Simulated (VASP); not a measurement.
**NaI: single point with PBE**

The system is NaI.

```xyz
2
Lattice="-0.1845 3.1990 3.1990 3.1990 -0.1845 3.1990 3.1990 3.1990 -0.1845" Properties=species:S:1:pos:R:3 pbc="T T T"
Na    0.0000    0.0000    0.0000
I     3.1067    3.1067    3.1067
```

This cell differs from its parent crystal: epitaxial 111 strain +4.8%.

```json
{"Program": "VASP 6.6.1", "Task": "single point", "Functional": "PBE", "Potentials or basis": "VASP PAW PBE potentials, release 64 (Na_pv, I)", "Cutoff": "520 eV", "k mesh": "8 × 8 × 8", "Occupations": "fermi-dirac, width 0.02 eV", "Spin": "no spin polarisation"}
```

The pressure is -0.3 GPa and the band gap on the k mesh is 3.27 eV.

Stress tensor (GPa, compression positive):
```
-0.32  0.35  0.35
 0.35 -0.32  0.35
 0.35  0.35 -0.32
```

Levels at points of the mesh, in eV from the valence-band top:
| k point | band 3 | band 4 | band 5 | band 6 | band 7 | band 8 | band 9 | band 10 | band 11 | band 12 |
| --- | --- | --- | --- | --- | --- | --- | --- | --- | --- | --- |
| (0.00, 0.00, 0.00) | -22.73 | -11.11 | -0.31 | -0.31 | 0.00 | 3.27 | 7.41 | 7.41 | 8.41 | 9.50 |
| (0.50, 0.00, 0.00) | -22.73 | -10.86 | -2.26 | -0.48 | -0.30 | 4.92 | 7.06 | 7.65 | 8.03 | 10.00 |
| (0.50, 0.50, 0.00) | -22.73 | -10.77 | -1.97 | -1.05 | -0.71 | 4.20 | 5.48 | 9.20 | 10.62 | 11.07 |
| (0.50, 0.50, 0.50) | -22.73 | -10.78 | -2.15 | -0.65 | -0.65 | 4.68 | 6.81 | 6.81 | 8.25 | 10.02 |

Wall time 53 s on 1 thread of Intel(R) Xeon(R) Platinum 8259CL CPU @ 2.50GHz (Skylake/Cascade Lake), on a shared host, peak memory 0.24 GiB.

Caveat: the cell differs from its parent crystal (epitaxial 111 strain +4.8%); spin-orbit coupling is left out, which moves the levels of the heavy elements. A k mesh can miss the band edges.
